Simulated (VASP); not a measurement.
# Mg32Si13Ge3 (P1) in VASP: a series of runs, part 2 of 2

VASP 6.6.1. The steps go on from the part before.

## Step 3: Single point, PBEsol

The input, INCAR:

```
PREC = Accurate
ENCUT = 520
EDIFF = 1E-6
ISMEAR = -1
SIGMA = 0.05
LREAL = Auto
LASPH = T
NELM = 80
ALGO = Normal
ISIF = 2
LWAVE = F
LCHARG = T
GGA = PS
LELF = T
LVHAR = T
ISYM = 0
NBANDS = 212
```

The input, KPOINTS:

```
Automatic mesh
0
Gamma
  1 1 1
  0.25 0.25 0.25
```

The input, POSCAR:

```
Mg32Si13Ge3
1.0
   12.6634465607      0.0000000000      0.0000000000
    0.0000000000     12.6634465607      0.0000000000
    0.0000000000      0.0000000000     12.6634465607
Mg Si Ge
64 26 6
Direct
    0.3749850000      0.1248120000      0.1246060000
    0.3752230000      0.1243520000      0.6250820000
    0.3759180000      0.6253190000      0.1251890000
    0.3753280000      0.6252180000      0.6251270000
    0.8751540000      0.1251980000      0.1251260000
    0.8754410000      0.1252350000      0.6251770000
    0.8745480000      0.6255830000      0.1255950000
    0.8750950000      0.6252280000      0.6251540000
    0.1249400000      0.3741240000      0.1250650000
    0.1248090000      0.3756410000      0.6254560000
    0.1248140000      0.8756860000      0.1254710000
    0.1252110000      0.8751300000      0.6250110000
    0.6257020000      0.3754940000      0.1247870000
    0.6257520000      0.3756830000      0.6247770000
    0.6251470000      0.8752530000      0.1252500000
    0.6252670000      0.8749550000      0.6250080000
    0.1250320000      0.1245900000      0.3748220000
    0.1249750000      0.1251120000      0.8749950000
    0.1246350000      0.6256250000      0.3755980000
    0.1250170000      0.6252610000      0.8743720000
    0.6258350000      0.1246810000      0.3752700000
    0.6255470000      0.1247290000      0.8755960000
    0.6254170000      0.6254190000      0.3754370000
    0.6250730000      0.6250920000      0.8751780000
    0.1250400000      0.1248070000      0.1248660000
    0.1247040000      0.1247200000      0.6252600000
    0.1245710000      0.6254410000      0.1254680000
    0.1251250000      0.6250630000      0.6251570000
    0.6254160000      0.1244410000      0.1244590000
    0.6255910000      0.1245550000      0.6246360000
    0.6250700000      0.6250320000      0.1252030000
    0.6252440000      0.6250190000      0.6250340000
    0.3756560000      0.3756210000      0.3754490000
    0.3750510000      0.3753900000      0.8754080000
    0.3753700000      0.8749550000      0.3751250000
    0.3754220000      0.8753830000      0.8745440000
    0.8753640000      0.3752360000      0.3753020000
    0.8747940000      0.3746660000      0.8748610000
    0.8753860000      0.8751670000      0.3753250000
    0.8749630000      0.8752420000      0.8752290000
    0.3749690000      0.3748260000      0.1242200000
    0.3751780000      0.3758160000      0.6251110000
    0.3755830000      0.8752880000      0.1252720000
    0.3750680000      0.8747620000      0.6250130000
    0.8746140000      0.3744750000      0.1254910000
    0.8751280000      0.3750850000      0.6251060000
    0.8749250000      0.8750600000      0.1251920000
    0.8751950000      0.8750070000      0.6250270000
    0.3752950000      0.1239950000      0.3748060000
    0.3747470000      0.1245000000      0.8751840000
    0.3755040000      0.6253730000      0.3753650000
    0.3754480000      0.6246840000      0.8746000000
    0.8753880000      0.1248490000      0.3750060000
    0.8751000000      0.1251800000      0.8751500000
    0.8750450000      0.6251630000      0.3753190000
    0.8744070000      0.6252910000      0.8745890000
    0.1242500000      0.3749520000      0.3750870000
    0.1254180000      0.3745060000      0.8745880000
    0.1250510000      0.8749420000      0.3748920000
    0.1246640000      0.8755970000      0.8745050000
    0.6256770000      0.3754470000      0.3753620000
    0.6254850000      0.3752120000      0.8754790000
    0.6254110000      0.8748100000      0.3749490000
    0.6248620000      0.8749510000      0.8749160000
    0.9998860000      0.0001330000      0.0000540000
    0.0002260000      0.9999650000      0.5001140000
    0.9999590000      0.5002280000      0.5003610000
    0.5000160000      0.9998420000      0.9999700000
    0.5003710000      0.9997120000      0.5000630000
    0.5002510000      0.5000430000      0.0000520000
    0.5003420000      0.5003560000      0.5001970000
    0.2500190000      0.2498370000      0.9998170000
    0.2500820000      0.7499990000      0.5001080000
    0.7501360000      0.2499750000      0.0000990000
    0.7503880000      0.2500140000      0.5000510000
    0.7499210000      0.7502160000      0.0001170000
    0.7503230000      0.7500880000      0.5002670000
    0.2502170000      0.9999210000      0.2499480000
    0.2500400000      0.0000710000      0.7499520000
    0.2501330000      0.5002640000      0.7500440000
    0.7504300000      0.9999760000      0.2500740000
    0.7502920000      0.0000820000      0.7500990000
    0.7501510000      0.5003060000      0.2502580000
    0.7500000000      0.5000810000      0.7500810000
    0.0001490000      0.2497580000      0.2501770000
    0.0000710000      0.2500640000      0.7501200000
    0.9999040000      0.7502460000      0.2501950000
    0.9999890000      0.7501190000      0.7499850000
    0.5003060000      0.7500470000      0.2502110000
    0.5002200000      0.7499680000      0.7499490000
    0.9999500000      0.5000200000      0.0000610000
    0.2501560000      0.2500270000      0.5001050000
    0.2500530000      0.7503410000      0.9998960000
    0.2499560000      0.5001680000      0.2500620000
    0.5004890000      0.2500030000      0.2499930000
    0.5003440000      0.2500270000      0.7500710000
```

Potentials or basis: VASP PAW PBE potentials, release 64 (Mg, Si, Ge_d).

Launch:

```console
> cat potpaw_PBE.64/Mg/POTCAR potpaw_PBE.64/Si/POTCAR potpaw_PBE.64/Ge_d/POTCAR > POTCAR
> mpirun -np 1 vasp_std > vasp.out
```

OUTCAR:

```text
PREC = Accurate
   ENCUT = 520
   EDIFF = 1E-6
   ISMEAR = -1
   LREAL = Auto
   LASPH = T
   NELM = 80
   ISIF = 2
   GGA = PS
   ISYM = 0

 ion  position               nearest neighbor table
   1  0.375  0.125  0.125-  68 2.74  72 2.74  78 2.74  95 2.75  50 3.16  43 3.16  25 3.17  41 3.17
                            49 3.17  29 3.17
   2  0.375  0.124  0.625-  79 2.74  69 2.74  92 2.75  96 2.75  44 3.16  50 3.17  49 3.17  30 3.17
                            26 3.17  42 3.18
   3  0.376  0.625  0.125-  89 2.74  70 2.74  94 2.75  93 2.75  31 3.16  43 3.17  51 3.17  41 3.17
                            52 3.17  27 3.18
   4  0.375  0.625  0.625-  90 2.74  71 2.74  73 2.74  80 2.74  42 3.16  52 3.16  44 3.16  51 3.16
                            32 3.16  28 3.17
   5  0.875  0.125  0.125-  85 2.74  74 2.74  65 2.74  81 2.74  45 3.16  29 3.16  53 3.16  25 3.16
                            54 3.17  47 3.17
   6  0.875  0.125  0.625-  86 2.74  75 2.74  66 2.74  82 2.74  26 3.16  46 3.16  30 3.16  54 3.17
                            53 3.17  48 3.17
   7  0.875  0.626  0.126-  83 2.74  87 2.74  76 2.74  91 2.75  47 3.16  31 3.16  55 3.16  27 3.17
                            56 3.18  45 3.18
   8  0.875  0.625  0.625-  77 2.74  88 2.74  67 2.74  84 2.74  56 3.16  48 3.16  55 3.16  32 3.16
                            28 3.17  46 3.17
   9  0.125  0.374  0.125-  85 2.74  72 2.74  91 2.75  94 2.75  25 3.16  57 3.17  41 3.17  45 3.17
[... 171 lines left out ...]
  95  0.500  0.250  0.250-  33 2.75  13 2.75  21 2.75  61 2.75  49 2.75  29 2.75   1 2.75  41 2.75

  96  0.500  0.250  0.750-  62 2.75   2 2.75  42 2.75  34 2.75  22 2.75  30 2.75  50 2.75  14 2.75

IMPORTANT INFORMATION: All symmetrisations will be switched off!
NOSYMM: (Re-)initialisation of all symmetry stuff for point group C_1.

----------------------------------------------------------------------------------------

                                     Primitive cell

  volume of cell :    2030.7467

  direct lattice vectors                    reciprocal lattice vectors
    12.663446561  0.000000000  0.000000000     0.078967443  0.000000000  0.000000000
     0.000000000 12.663446561  0.000000000     0.000000000  0.078967443  0.000000000
     0.000000000  0.000000000 12.663446561     0.000000000  0.000000000  0.078967443

[... 254 lines left out ...]
   LEPSILON=     F    determine dielectric tensor
   LRPA    =     F    only Hartree local field effects (RPA)
 non-spin polarized calculation
  energy-cutoff  :      520.00
  volume of cell :     2030.75
 maximum number of plane-waves:     54681
 NGX is ok and might be reduce to    96
   NGX = 47   NGY = 47   NGZ = 47

 number of electron     316.0000072 magnetization

 Free energy of the ion-electron system (eV)
  ---------------------------------------------------
  ext. energy  EPLUGINS =         0.00000000
  ---------------------------------------------------
  free energy    TOTEN  =      -306.88575855 eV

  energy without entropy =     -306.87460023  energy(sigma->0) =     -306.88017939

 E-fermi :   3.7219     XC(G=0):  -8.9743

 val. band max:        3.4496324262   @ k =   0.2500  -0.2500   0.2500
 cond. band min:       4.0055394555   @ k =   0.2500  -0.2500   0.2500
 fundamental gap:      0.5559070293
 Fermi energy:         3.7218865349

 k-point     1 :       0.2500    0.2500    0.2500
  band No.  band energies     occupation
      1     -19.9681      2.00000
      2     -19.9681      2.00000
      3     -19.9678      2.00000
      4     -19.9675      2.00000
      5     -19.9675      2.00000
      6     -19.9674      2.00000
[... 681 lines left out ...]
    169       4.9237      0.00000
    170       4.9261      0.00000
 [bands above 170 left out]

------------------------ aborting loop because EDIFF is reached ----------------------------------------

  FORCE on cell =-STRESS in cart. coord.  units (eV):
  Direction    XX          YY          ZZ          XY          YZ          ZX
  --------------------------------------------------------------------------------------
  -------------------------------------------------------------------------------------
  Total       -0.2761911     -0.2713718     -0.2693943      0.0890468      0.0736571      0.1346221
  in kB       -0.2179037     -0.2141014     -0.2125412      0.0702544      0.0581125      0.1062114
  external PRESSURE =      -0.2148488 kB  Pullay stress =       0.0000000 kB

 VOLUME and BASIS-vectors are now :
 -----------------------------------------------------------------------------
  energy-cutoff  :      520.00
  volume of cell :     2030.75
      direct lattice vectors                 reciprocal lattice vectors
    12.663446561  0.000000000  0.000000000     0.078967443  0.000000000  0.000000000
     0.000000000 12.663446561  0.000000000     0.000000000  0.078967443  0.000000000
     0.000000000  0.000000000 12.663446561     0.000000000  0.000000000  0.078967443

 POSITION                                       TOTAL-FORCE (eV/Angst)
 -----------------------------------------------------------------------------------
      4.74860      1.58055      1.57794        -0.010452     -0.006495     -0.004683
      4.75162      1.57472      7.91569        -0.005639     -0.001610     -0.004322
      4.76042      7.91869      1.58532        -0.007098     -0.008249     -0.011009
      4.75295      7.91741      7.91626        -0.006938     -0.004015     -0.006312
     11.08247      1.58544      1.58453        -0.001300     -0.004313     -0.002295
     11.08610      1.58591      7.91690        -0.008852     -0.007688     -0.005502
[... 88 lines left out ...]
      6.33792      3.16590      3.16577        -0.007134     -0.002537     -0.002695
      6.33608      3.16620      9.49848        -0.001044     -0.001805      0.000216
 -----------------------------------------------------------------------------------
    total drift:                               -0.014151     -0.003980     -0.008467

  FREE ENERGIE OF THE ION-ELECTRON SYSTEM (eV)
  ---------------------------------------------------
  free  energy   TOTEN  =      -306.8857585453 eV

  energy  without entropy=     -306.8746002270  energy(sigma->0) =     -306.88017939
```

Run time: 56 min. Hardware: 1 thread of Intel Xeon Platinum 8488C (Sapphire Rapids), shared host; peak memory 2.3 GiB.

Results:

```yaml
Free_energy: -306.8858 eV
Pressure: 0.0 GPa
Largest_force: 0.021 eV/Å
Band_gap_on_the_k_mesh: 0.56 eV
```

Forces in eV/Å, atoms in the order of the input:
```
Mg  -0.010 -0.006 -0.005
Mg  -0.006 -0.002 -0.004
Mg  -0.007 -0.008 -0.011
Mg  -0.007 -0.004 -0.006
Mg  -0.001 -0.004 -0.002
Mg  -0.009 -0.008 -0.006
Mg   0.002 -0.008 -0.008
Mg  -0.002 -0.006  0.001
Mg   0.001 -0.002 -0.006
Mg   0.000 -0.016 -0.001
Mg  -0.004 -0.012 -0.008
Mg  -0.003 -0.010 -0.002
Mg  -0.008 -0.008 -0.002
Mg  -0.009 -0.015 -0.002
Mg  -0.003 -0.014 -0.008
Mg  -0.002 -0.008  0.003
Mg  -0.005  0.001 -0.007
Mg   0.001 -0.003 -0.001
Mg   0.003 -0.008 -0.002
Mg   0.000 -0.006 -0.002
Mg  -0.004 -0.003 -0.002
Mg  -0.004 -0.003 -0.009
Mg  -0.011 -0.010 -0.009
Mg  -0.005 -0.002 -0.005
Mg   0.004  0.011  0.007
Mg   0.008  0.010  0.008
Mg   0.009  0.007 -0.003
Mg   0.002  0.012  0.000
Mg   0.009  0.013  0.011
Mg   0.006  0.011  0.007
Mg   0.001  0.009  0.001
Mg   0.000  0.010  0.007
Mg  -0.007 -0.012 -0.006
Mg  -0.012 -0.007 -0.007
Mg  -0.009 -0.009 -0.002
Mg  -0.006 -0.008  0.001
Mg  -0.010 -0.013 -0.010
Mg  -0.003 -0.002 -0.004
Mg  -0.011 -0.009 -0.008
Mg   0.001 -0.011 -0.008
Mg   0.009  0.009  0.007
Mg   0.002  0.001  0.004
Mg  -0.003  0.001  0.004
Mg   0.004  0.006  0.001
Mg   0.009  0.008  0.005
Mg   0.002  0.002  0.006
Mg   0.007  0.005  0.000
Mg   0.004  0.005  0.007
Mg   0.000  0.019  0.010
Mg   0.000  0.012  0.008
Mg   0.002  0.008  0.008
Mg   0.003  0.010  0.008
Mg   0.000  0.013  0.005
Mg   0.003  0.003  0.001
Mg   0.003  0.005 -0.001
Mg   0.011  0.008  0.008
Mg   0.010  0.003  0.007
Mg   0.003  0.011  0.006
Mg   0.011  0.006  0.010
Mg   0.004 -0.002  0.007
Mg   0.002  0.006  0.006
Mg   0.003  0.007 -0.001
Mg   0.000  0.006  0.007
Mg   0.010  0.002  0.006
Si   0.006  0.000  0.001
Si  -0.006  0.000 -0.002
Si   0.001  0.000 -0.007
Si   0.013  0.007  0.000
Si   0.000 -0.001 -0.004
Si  -0.001  0.006  0.002
Si   0.007  0.001 -0.005
Si   0.002 -0.002  0.006
Si   0.003  0.009 -0.002
Si   0.003 -0.002  0.003
Si   0.005  0.002  0.000
Si  -0.002 -0.004 -0.002
Si  -0.004  0.005 -0.007
Si  -0.004  0.001  0.005
Si  -0.001 -0.007 -0.002
Si   0.002 -0.009  0.000
Si  -0.009 -0.001  0.001
Si  -0.005 -0.005 -0.002
Si   0.005 -0.007  0.003
Si   0.009  0.002 -0.002
Si  -0.011  0.004 -0.005
Si   0.000 -0.002 -0.008
Si   0.000  0.002  0.004
Si  -0.002  0.006 -0.001
Si   0.007  0.008  0.000
Si   0.001  0.005  0.000
Ge  -0.009 -0.003 -0.002
Ge  -0.002 -0.001 -0.001
Ge   0.006 -0.006  0.006
Ge   0.006 -0.003  0.005
Ge  -0.007 -0.003 -0.003
Ge  -0.001 -0.002  0.000
```

Caveat: semilocal functionals underestimate gaps, and a narrow one can read as zero; the PAW data sets were made with another functional, which shifts forces and pressure a little; a shifted mesh leaves out Γ, where band edges can lie. A k mesh can miss the band edges.
